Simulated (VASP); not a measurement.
## Hf: single point with PBEsol

Crystal: Hf.

```
CELL_PARAMETERS angstrom
-1.79289 1.79289 1.79289
1.79289 -1.79289 1.79289
1.79289 1.79289 -1.79289
ATOMIC_POSITIONS crystal
Hf 0.00000 0.00000 0.00000
```

This cell differs from its parent crystal: volume scaled by 0.98.

```
Program                : VASP 6.6.1
Task                   : single point
Functional             : PBEsol
Potentials or basis    : VASP PAW PBE potentials, release 64 (Hf_pv)
Cutoff                 : 520 eV
k mesh                 : 16 × 16 × 16
Occupations            : fermi-dirac, width 0.08 eV
Spin                   : no spin polarisation
Dipole correction      : no
Further INCAR settings : ALGO = Normal; EDIFF = 1e-06; NBANDS = 11
```

```json
{
  "Pressure": "-7.6 GPa",
  "Band gap on the k mesh": "zero (band 5 reaches 5.70 eV, above the bottom of band 6 at 3.49 eV)"
}
```

Levels at points of the mesh, in eV from the Fermi level:
| k point | band 3 | band 4 | band 5 | band 6 | band 7 | band 8 |
| --- | --- | --- | --- | --- | --- | --- |
| (0.00, 0.00, 0.00) | -29.90 | -6.94 | 1.49 | 1.49 | 1.49 | 4.19 |
| (0.50, 0.00, 0.00) | -29.90 | -3.29 | -0.46 | 0.98 | 4.00 | 4.97 |
| (0.50, 0.50, 0.50) | -30.42 | -2.44 | -2.44 | 6.56 | 6.56 | 6.56 |

Wall time 9.4 s on 1 thread of Intel(R) Xeon(R) 6975P-C (Granite Rapids), with other jobs on the host, peak memory 0.16 GiB.

Caveat: the PAW data sets were made with another functional, which shifts forces and pressure a little; spin-orbit coupling is left out, which moves the levels of the heavy elements.
